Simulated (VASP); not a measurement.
KI: single point with r2SCAN

The system is KI.

```
K I
1.0
     0.00000    3.52455    3.55980
     3.52455    0.00000    3.55980
     3.52455    3.52455    0.00000
K I
1 1
Direct
  0.00000 0.00000 0.00000
  0.50000 0.50000 0.50000
```

This cell differs from its parent crystal: strain +0.0100 x Voigt [0, 0, 1, 0, 0, 0].

```
Program                : VASP 6.6.1
Task                   : single point
Functional             : r2SCAN
Potentials or basis    : VASP PAW PBE potentials, release 64 (K_sv, I)
Cutoff                 : 520 eV
k mesh                 : 6 × 6 × 6
Occupations            : gaussian, width 0.05 eV
Spin                   : no spin polarisation
Dipole correction      : no
Further INCAR settings : ALGO = Normal; EDIFF = 1e-06; NBANDS = 15
```

| Property | Result |
| --- | --- |
| Pressure | 0.1 GPa |
| Band gap on the k mesh | 4.60 eV |

Stress tensor (GPa, compression positive):
```
 0.21  0.00  0.00
 0.00  0.21  0.00
 0.00  0.00 -0.07
```

Levels at points of the mesh, in eV from the valence-band top:
```tsv
k point	band 5	band 6	band 7	band 8	band 9	band 10	band 11	band 12
(0.00, 0.00, 0.00)	-10.81	0.00	0.00	0.00	4.60	7.01	7.07	7.07
(0.50, 0.00, 0.00)	-10.52	-1.31	-0.34	-0.33	6.02	8.33	8.72	8.80
(0.50, 0.50, 0.00)	-10.66	-1.02	-0.36	-0.36	5.38	6.49	8.81	9.40
(0.50, 0.00, 0.50)	-10.65	-1.01	-0.38	-0.37	5.37	6.49	8.84	9.44
```

It took 2 min on 1 thread of AMD EPYC 9R45 96-Core Processor (Zen 5), on a shared host, peak memory 0.24 GiB.

Caveat: the cell differs from its parent crystal (strain +0.0100 x Voigt [0, 0, 1, 0, 0, 0]); the PAW data sets were made with another functional, which shifts forces and pressure a little; spin-orbit coupling is left out, which moves the levels of the heavy elements.
